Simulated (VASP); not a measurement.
A run of VASP 6.6.1:

File POSCAR:

```
Cs
1.0
    6.0449950640      0.0000000000      0.0000000000
    0.0000000000      6.0449950640      0.0000000000
    0.0000000000      0.0000000000     20.0000000000
Cs
1
Direct
    0.0000000000      0.0000000000      0.5000000000
```

Contents of INCAR.step1:

```
SYSTEM = Cs
PREC = Accurate
ENCUT = 520
EDIFF = 1E-6
ISMEAR = -1
SIGMA = 0.08
LREAL = .FALSE.
LASPH = .TRUE.
NELM = 100
ALGO = Normal
ISIF = 2
LWAVE = .FALSE.
LCHARG = .TRUE.
LDIPOL = .TRUE.
IDIPOL = 3
DIPOL = 0.5 0.5 0.500
GGA = PS
NBANDS = 10
```

KPOINTS.step1

```
Automatic mesh
0
G
  6 6 1
  0 0 0
```

File INCAR.step2:

```
SYSTEM = Cs
PREC = Accurate
ENCUT = 520
EDIFF = 1E-6
ISMEAR = -5
SIGMA = 0.08
LREAL = .FALSE.
LASPH = .TRUE.
NELM = 100
ALGO = Normal
ISIF = 2
LWAVE = .FALSE.
LCHARG = .FALSE.
LDIPOL = .TRUE.
IDIPOL = 3
DIPOL = 0.5 0.5 0.500
GGA = PS
LORBIT = 10
NEDOS = 2001
ICHARG = 11
```

File KPOINTS.step2:

```
Automatic mesh
0
G
  9 9 1
  0 0 0
```

Potentials or basis: VASP PAW PBE potentials, release 64 (Cs_sv).

Run with:

```bash
$ cat potpaw_PBE.64/Cs_sv/POTCAR > POTCAR
$ cp INCAR.step1 INCAR
$ cp KPOINTS.step1 KPOINTS
$ mpirun -np 1 vasp_std > vasp.out
$ cp INCAR.step2 INCAR
$ cp KPOINTS.step2 KPOINTS
$ mpirun -np 1 vasp_std > vasp.out
```

Hardware: 1 thread of Intel Xeon 8259CL (shared host).

Problem. How long does it take, and how much memory?

Solution. It took 5 min on 1 thread of Intel Xeon 8259CL (shared host), peak memory 0.65 GiB. Counts: k points 15.
